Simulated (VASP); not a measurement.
Input of a VASP 6.6.1 run:

INCAR

```
PREC     = Accurate       # precision mode
ENCUT    = 520            # plane-wave cutoff, eV
EDIFF    = 1E-6           # SCF threshold, eV
ISMEAR   = -1             # smearing method
SIGMA    = 0.1            # smearing width, eV
LREAL    = False          # projectors in reciprocal space
LASPH    = True           # aspherical terms in the spheres
NELM     = 80             # most SCF steps
ALGO     = Normal         # electronic algorithm
ISIF     = 2              # what is computed and relaxed
LWAVE    = False          # write WAVECAR
LCHARG   = False          # write CHGCAR
GGA      = PS             # functional
NBANDS   = 17             # bands
```

Contents of KPOINTS:

```
Automatic mesh
0
Gamma
  14 14 14
```

The input POSCAR:

```
LiHF2
1.0
    1.4955277168      0.8634433299      4.3795879695
   -1.4955277168      0.8634433299      4.3795879695
    0.0000000000     -1.7268866597      4.3795879695
Li H F
1 1 2
Direct
    0.0000000000      0.0000000000      0.0000000000
    0.5000000000      0.5000000000      0.5000000000
    0.4131272684      0.4131272684      0.4131272684
    0.5868727316      0.5868727316      0.5868727316
```

Potentials or basis: VASP PAW PBE potentials, release 64 (Li_sv, H, F).

Command:

```bash
$ cat potpaw_PBE.64/Li_sv/POTCAR potpaw_PBE.64/H/POTCAR potpaw_PBE.64/F/POTCAR > POTCAR
$ mpirun -np 1 vasp_std > vasp.out
```

Problem. What does it give for the band gap on the k mesh?

Solution. 8.09 eV (least direct gap 8.30 eV).

Problem. Estimate the largest force.

Solution. 0.063 eV/Å.

Forces on the atoms (eV/Å):
```
Li   0.000  0.000  0.000
H    0.000  0.000  0.000
F    0.000  0.000 -0.063
F    0.000  0.000  0.063
```

Caveat: the PAW data sets were made with another functional, which shifts forces and pressure a little. A k mesh can miss the band edges.
